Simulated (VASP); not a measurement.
# Si (I4/mmm) in VASP: single point with PBE

Aim: the single point of Si with PBE.

All numbers are computed with VASP 6.6.1; they aren't measurements. Logs are shortened: lines on timing, memory, paths and dates and some standing lists are left out, and cuts for length are marked.

### 1 The cell of the first run

It takes space group I4/mmm (No. 139, tetragonal). Conventional cell: a = 6.651 Å, b = 6.651 Å, c = 3.845 Å, α = 90.00°, β = 90.00°, γ = 90.00°. Within 3.1 Å of Si (site symmetry m2m) lie 4 Si at 2.34 to 2.38 Å.

### 2 Single point, PBE

POSCAR

```
Si
1.0
    0.0000000000      0.0000000000      3.8447713200
   -3.3254442900      3.3254442900      1.9223856600
   -3.3254442900     -3.3254442900      1.9223856600
Si
4
Direct
    0.1788010600      0.0000000000      0.6423978800
    0.8211989400      0.0000000000      0.3576021200
    0.8211989400      0.3576021200      0.0000000000
    0.1788010600      0.6423978800      0.0000000000
```

INCAR.step1

```
SYSTEM = Si
  PREC = Accurate
  ENCUT = 400
  EDIFF = 1E-6
  ISMEAR = 0
  SIGMA = 0.05
  LREAL = .False.
  LASPH = .True.
  NELM = 120
  ALGO = Normal
  ISIF = 2
  LWAVE = .False.
  LCHARG = .True.
  GGA = PE
  NBANDS = 16
  GGA_COMPAT = .False.
  NEDOS = 2001
  LORBIT = 11
```

KPOINTS.step1

```
Automatic mesh
0
Gamma
  10 10 10
  0 0 0
```

INCAR.step2

```
SYSTEM = Si
  PREC = Accurate
  ENCUT = 400
  EDIFF = 1E-6
  ISMEAR = -5
  SIGMA = 0.05
  LREAL = .False.
  LASPH = .True.
  NELM = 120
  ALGO = Normal
  ISIF = 2
  LWAVE = .False.
  LCHARG = .False.
  GGA = PE
  LORBIT = 11
  NBANDS = 16
  NEDOS = 2001
  ICHARG = 11
  GGA_COMPAT = .False.
```

KPOINTS.step2

```
Automatic mesh
0
Gamma
  15 15 15
  0 0 0
```

Potentials or basis: VASP PAW PBE potentials, release 64 (Si).

Run with:

```bash
$ cat potpaw_PBE.64/Si/POTCAR > POTCAR
$ cp INCAR.step1 INCAR
$ cp KPOINTS.step1 KPOINTS
$ mpirun -np 1 vasp_std > vasp.out
$ cp INCAR.step2 INCAR
$ cp KPOINTS.step2 KPOINTS
$ mpirun -np 1 vasp_std > vasp.out
```

OUTCAR:

```text
SYSTEM = Si
   PREC = Accurate
   ENCUT = 400
   EDIFF = 1E-6
   ISMEAR = -5
   LREAL = .False.
   LASPH = .True.
   NELM = 120
   ISIF = 2
   GGA = PE
   LORBIT = 11
   ICHARG = 11

 ion  position               nearest neighbor table
   1  0.179  0.000  0.642-   2 2.34   2 2.34   3 2.38   4 2.38
   2  0.821  0.000  0.358-   1 2.34   1 2.34   4 2.38   3 2.38
   3  0.821  0.358  0.000-   4 2.34   4 2.34   1 2.38   2 2.38
   4  0.179  0.642  0.000-   3 2.34   3 2.34   2 2.38   1 2.38

  LATTYP: Found a body centered tetragonal cell.
 ALAT       =     6.6508885800
 C/A-ratio  =     0.5780838566

  Lattice vectors:

 A1 = (  -3.3254442900,   3.3254442900,  -1.9223856600)
 A2 = (   3.3254442900,  -3.3254442900,  -1.9223856600)
 A3 = (  -3.3254442900,  -3.3254442900,   1.9223856600)

Analysis of symmetry for initial positions (statically):
=====================================================================
 Subroutine PRICEL returns:
 Original cell was already a primitive cell.

 Routine SETGRP: Setting up the symmetry group for a
 body centered tetragonal supercell.

 Subroutine GETGRP returns: Found 16 space group operations
 (whereof 16 operations were pure point group operations)
 out of a pool of 16 trial point group operations.

The static configuration has the point symmetry D_4h.

Analysis of symmetry for dynamics (positions and initial velocities):
=====================================================================
 Subroutine PRICEL returns:
 Original cell was already a primitive cell.

 Routine SETGRP: Setting up the symmetry group for a
 body centered tetragonal supercell.

 Subroutine GETGRP returns: Found 16 space group operations
 (whereof 16 operations were pure point group operations)
 out of a pool of 16 trial point group operations.

The dynamic configuration has the point symmetry D_4h.

 Subroutine INISYM returns: Found 16 space group operations
 (whereof 16 operations are pure point group operations),
 and found     1 'primitive' translations

----------------------------------------------------------------------------------------

                                     Primitive cell

  volume of cell :      85.0354

  direct lattice vectors                    reciprocal lattice vectors
     0.000000000  0.000000000  3.844771320     0.150355849  0.000000000  0.260093492
    -3.325444290  3.325444290  1.922385660    -0.150355849  0.150355849  0.000000000
    -3.325444290 -3.325444290  1.922385660    -0.150355849 -0.150355849  0.000000000

  length of vectors
     3.844771320  5.080622607  5.080622607     0.300425542  0.212635281  0.212635281

  position of ions in fractional coordinates (direct lattice)
     0.178801060  0.000000000  0.642397880
     0.821198940  0.000000000  0.357602120
     0.821198940  0.357602120  0.000000000
     0.178801060  0.642397880  0.000000000

  ion indices of the primitive-cell ions
   primitive index   ion index
                 1           1
                 2           2
                 3           3
                 4           4

----------------------------------------------------------------------------------------

 KPOINTS: Automatic mesh

Automatic generation of k-mesh.
 Grid dimensions read from file:
 generate k-points for:   15   15   15

 Generating k-lattice:

  Cartesian coordinates                     Fractional coordinates (reciprocal lattice)
     0.010023723  0.000000000  0.017339566     0.066666667  0.000000000  0.000000000
    -0.010023723  0.010023723  0.000000000     0.000000000  0.066666667  0.000000000
    -0.010023723 -0.010023723  0.000000000     0.000000000  0.000000000  0.066666667

  Length of vectors
     0.020028369  0.014175685  0.014175685

  Shift w.r.t. Gamma in fractional coordinates (k-lattice)
     0.000000000  0.000000000  0.000000000

 TETIRR: Found   2281 inequivalent tetrahedra from    20250

 Subroutine IBZKPT returns following result:
 ===========================================

 Found    288 irreducible k-points:

 Following reciprocal coordinates:
            Coordinates               Weight
  0.000000  0.000000  0.000000      1.000000
  0.066667  0.000000  0.000000      8.000000
  0.133333  0.000000  0.000000      8.000000
  0.200000 -0.000000 -0.000000      8.000000
  0.266667  0.000000  0.000000      8.000000
  0.333333 -0.000000 -0.000000      8.000000
[... 16 lines left out ...]
  0.000000  0.133333  0.000000      4.000000
  0.266667  0.133333 -0.000000      8.000000
 [... further k-points ...]
   k-points           NKPTS =    288   k-points in BZ     NKDIM =    288   number of bands    NBANDS=     16
   number of dos      NEDOS =   2001   number of ions     NIONS =      4
   total plane-waves  NPLWV =  36288
   dimension x,y,z NGX =    28 NGY =   36 NGZ =   36
   dimension x,y,z NGXF=    56 NGYF=   72 NGZF=   72
   ions per type =               4
   NGX,Y,Z   is equivalent  to a cutoff of  12.11, 11.78, 11.78 a.u.
   NGXF,Y,Z  is equivalent  to a cutoff of  24.21, 23.56, 23.56 a.u.
 SYSTEM =  Si
   PREC   = accura    normal or accurate (medium, high low for compatibility)
   ISTART =      0    job   : 0-new  1-cont  2-samecut
   ICHARG =     11    charge: 1-file 2-atom 10-const
   ISPIN  =      1    spin polarized calculation?
   LNONCOLLINEAR =      F non collinear calculations
   LSORBIT =      F    spin-orbit coupling
   LASPH  =      T    aspherical Exc in radial PAW
   ENCUT  =  400.0 eV  29.40 Ry    5.42 a.u.   6.27  8.29  8.29*2*pi/ulx,y,z
   NELM   =    120;   NELMIN=  2; NELMDL=  0     # of ELM steps
   EDIFF  = 0.1E-05   stopping-criterion for ELM
   LREAL  =      F    real-space projection
   EDIFFG = 0.1E-04   stopping-criterion for IOM
   NSW    =      0    number of steps for IOM
   IBRION =     -1    ionic relax: 0-MD 1-quasi-New 2-CG
   NFREE  =      0    steps in history (QN), initial steepest desc. (CG)
   ISIF   =      2    stress and relaxation
   ISYM   =      2    0-nonsym 1-usesym 2-fastsym
   POTIM  = 0.5000    time-step for ionic-motion
   TEBEG  =    0.0;   TEEND  =   0.0 temperature during run
   PSTRESS=    0.0 pullay stress
   NELECT =      16.0000    total number of electrons
   NUPDOWN=      -1.0000    fix difference up-down
   EMIN   =  10.00;   EMAX   =-10.00  energy-range for DOS
   EFERMI =   0.00;   METHOD = LEGACY
   ISMEAR =    -5;   SIGMA  =   0.05  broadening in eV -4-tet -1-fermi 0-gaus
   EFERMI_NEDOS =   21; number of points for ismear=-14 and -15
   IALGO  =     38    algorithm
   IMIX   =      4    mixing-type and parameters
     AMIX     =   0.40;   BMIX     =  1.00
     AMIX_MAG =   1.60;   BMIX_MAG =  1.00
  volume/ion in A,a.u.               =      21.26       143.46
  Fermi-wavevector in a.u.,A,eV,Ry     =   0.938098  1.772748 11.973506  0.880028
  Thomas-Fermi vector in A             =   2.065276
   LORBIT       =     11    0 simple, 1 ext, 2 COOP (PROOUT), +10 PAW based schemes
   GGA     = PE    functional components
   LHFCALC =     F    Hartree Fock is set to
   AEXX    =    0.0000 exact exchange contribution
   IVDW    =     0    specifies the selected vdW correction
   LEPSILON=     F    determine dielectric tensor
   LRPA    =     F    only Hartree local field effects (RPA)
 non-spin polarized calculation
 Fermi weights with tetrahedron method with Bloechl corrections
  energy-cutoff  :      400.00
  volume of cell :       85.04
 maximum number of plane-waves:      1565
 NGX is ok and might be reduce to    28

 number of electron      15.9999999 magnetization

 Free energy of the ion-electron system (eV)
  ---------------------------------------------------
  ext. energy  EPLUGINS =         0.00000000
  ---------------------------------------------------
  free energy    TOTEN  =       -21.28998372 eV

  energy without entropy =      -21.28998372  energy(sigma->0) =      -21.28998372

 E-fermi :   5.4128     XC(G=0):  -9.0827

 val. band max:        5.4116547515   @ k =   0.0000   0.4667   0.4667
 cond. band min:       5.7463443892   @ k =   0.2667   0.1333   0.1333
 fundamental gap:      0.3346896377
 Fermi energy:         5.4128043433

 k-point     1 :       0.0000    0.0000    0.0000
  band No.  band energies     occupation
      1      -6.5962      2.00000
      2      -2.3766      2.00000
      3      -0.1172      2.00000
      4      -0.1172      2.00000
      5       1.6964      2.00000
      6       3.9562      2.00000
[... 8 lines left out ...]
     15      10.9231      0.00000
     16      12.4092      0.00000

 k-point     2 :       0.0667    0.0000    0.0000
  band No.  band energies     occupation
      1      -6.5469      2.00000
      2      -2.3890      2.00000
      3      -0.1821      2.00000
      4      -0.0424      2.00000
      5       1.7416      2.00000
      6       3.6545      2.00000
[... 8 lines left out ...]
     15      10.6627      0.00000
     16      12.6637      0.00000

 k-point     3 :       0.1333    0.0000    0.0000
  band No.  band energies     occupation
      1      -6.4003      2.00000
      2      -2.4113      2.00000
      3      -0.3689      2.00000
      4       0.1408      2.00000
      5       1.8442      2.00000
      6       2.9896      2.00000
[... 8 lines left out ...]
     15      10.3307      0.00000
     16      13.3727      0.00000

 k-point     4 :       0.2000   -0.0000   -0.0000
  band No.  band energies     occupation
      1      -6.1597      2.00000
      2      -2.4140      2.00000
      3      -0.6769      2.00000
      4       0.3001      2.00000
      5       1.9279      2.00000
      6       2.3053      2.00000
[... 8 lines left out ...]
     15      10.7491      0.00000
     16      12.3147      0.00000

 k-point     5 :       0.2667    0.0000    0.0000
  band No.  band energies     occupation
      1      -5.8330      2.00000
      2      -2.3739      2.00000
      3      -1.1215      2.00000
      4       0.2397      2.00000
      5       1.6935      2.00000
      6       2.0364      2.00000
[... 8 lines left out ...]
     15      11.4968      0.00000
     16      11.5764      0.00000

 k-point     6 :       0.3333   -0.0000   -0.0000
  band No.  band energies     occupation
      1      -5.4364      2.00000
      2      -2.2836      2.00000
      3      -1.6831      2.00000
      4      -0.0590      2.00000
      5       1.3590      2.00000
      6       2.0215      2.00000
[... 8 lines left out ...]
     15      12.1314      0.00000
     16      12.1439      0.00000
[... 267 lines left out ...]
 k-point    21 :      -0.1333    0.0667    0.0000
  band No.  band energies     occupation
      1      -6.3279      2.00000
      2      -2.6639      2.00000
      3      -0.5224      2.00000
      4       0.3670      2.00000
      5       2.1438      2.00000
      6       2.8647      2.00000
[... 8 lines left out ...]
     15      10.6793      0.00000
     16      12.9948      0.00000

 k-point    22 :      -0.0667    0.0667   -0.0000
  band No.  band energies     occupation
      1      -6.4981      2.00000
      2      -2.5864      2.00000
      3      -0.2746      2.00000
      4       0.1018      2.00000
      5       1.9825      2.00000
      6       3.5750      2.00000
[... 8 lines left out ...]
     15      10.7943      0.00000
     16      12.8436      0.00000

 k-point    23 :       0.0000    0.1333    0.0000
  band No.  band energies     occupation
      1      -6.4986      2.00000
      2      -2.7685      2.00000
      3      -0.0908      2.00000
      4      -0.0410      2.00000
      5       2.1766      2.00000
      6       3.8481      2.00000
[... 8 lines left out ...]
     15      11.1233      0.00000
     16      12.7926      0.00000

 k-point    24 :       0.2667    0.1333   -0.0000
  band No.  band energies     occupation
      1      -5.9255      2.00000
      2      -2.1676      2.00000
      3      -0.4612      2.00000
      4      -0.4204      2.00000
      5       1.6469      2.00000
      6       2.2377      2.00000
[... 8 lines left out ...]
     15      11.2820      0.00000
     16      11.7791      0.00000

 [... further k-points ...]

------------------------ aborting loop because EDIFF is reached ----------------------------------------

  FORCE on cell =-STRESS in cart. coord.  units (eV):
  Direction    XX          YY          ZZ          XY          YZ          ZX
  --------------------------------------------------------------------------------------
  -------------------------------------------------------------------------------------
  Total        0.6938612      0.6938612      0.6606742      0.0000000      0.0000000      0.0000000
  in kB       13.0732431     13.0732431     12.4479570      0.0000000      0.0000000      0.0000000
  external PRESSURE =      12.8648144 kB  Pullay stress =       0.0000000 kB

 VOLUME and BASIS-vectors are now :
 -----------------------------------------------------------------------------
  energy-cutoff  :      400.00
  volume of cell :       85.04
      direct lattice vectors                 reciprocal lattice vectors
     0.000000000  0.000000000  3.844771320     0.150355849  0.000000000  0.260093492
    -3.325444290  3.325444290  1.922385660    -0.150355849  0.150355849  0.000000000
    -3.325444290 -3.325444290  1.922385660    -0.150355849 -0.150355849  0.000000000

 POSITION                                       TOTAL-FORCE (eV/Angst)
 -----------------------------------------------------------------------------------
     -2.13626     -2.13626      1.92239        -0.005932     -0.005932      0.000000
     -1.18919     -1.18919      3.84477         0.005932      0.005932     -0.000000
     -1.18919      1.18919      3.84477         0.005932     -0.005932     -0.000000
     -2.13626      2.13626      1.92239        -0.005932      0.005932      0.000000
 -----------------------------------------------------------------------------------
    total drift:                               -0.000000     -0.000000      0.000000

  FREE ENERGIE OF THE ION-ELECTRON SYSTEM (eV)
  ---------------------------------------------------
  free  energy   TOTEN  =       -21.2899837152 eV

  energy  without entropy=      -21.2899837152  energy(sigma->0) =      -21.28998372

 total charge

# of ion       s       p       d       tot
------------------------------------------
    1        0.755   0.929   0.000   1.684
    2        0.755   0.929   0.000   1.684
    3        0.755   0.929   0.000   1.684
    4        0.755   0.929   0.000   1.684
--------------------------------------------------
tot          3.021   3.716   0.000   6.737
```

It took 5.6 min on 1 thread of Intel Xeon 8259CL, shared host; peak memory 0.31 GiB.

What came out:

- Valence electrons inside the program's atomic spheres: Si 1.68

Levels at points of the mesh, in eV from the valence-band top:
```csv
k point,band 4,band 5,band 6,band 7,band 8,band 9,band 10,band 11,band 12,band 13
"(0.00, 0.00, 0.00)",-5.53,-3.72,-1.46,-1.46,-0.52,1.46,1.63,1.63,2.35,2.35
```
